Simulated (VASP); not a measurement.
Runs of VASP 6.6.1 on SbRh3. The structure is that of space group Pm-3m (No. 221), or close to it. The cells are those of the table. 

```csv
cell,gap on the mesh (eV),pressure (GPa)
"a = 3.929 Å, 4 atoms",none,-7.5
"a = 3.955 Å, 4 atoms",none,-11.4
"a = 3.876 Å, 4 atoms",none,(b)
"a = 3.849 Å, 4 atoms",none,7.6
"a = 4.006 Å, 4 atoms",none,-17.7
"a = 3.902 Å, 4 atoms",none,(a)
"a = 3.981 Å, 4 atoms",none,-14.8
```

Alike in all rows: task single point; level LDA; potentials or basis VASP PAW LDA potentials, release 64 (Sb, Rh_pv); no spin polarisation; k mesh 6 × 6 × 6; cutoff (eV) 520; smearing fermi-dirac 0.2 eV.

Problem. Fill in the values left out.

Solution. (a) -3.1; (b) 1.9.

Caveats: spin-orbit coupling is left out, which moves the levels of the heavy elements.

A k mesh can miss the band edges, and the runs leave out spin-orbit coupling on Rh, Sb.

A gap of «none» marks levels without a gap at the run's occupations.
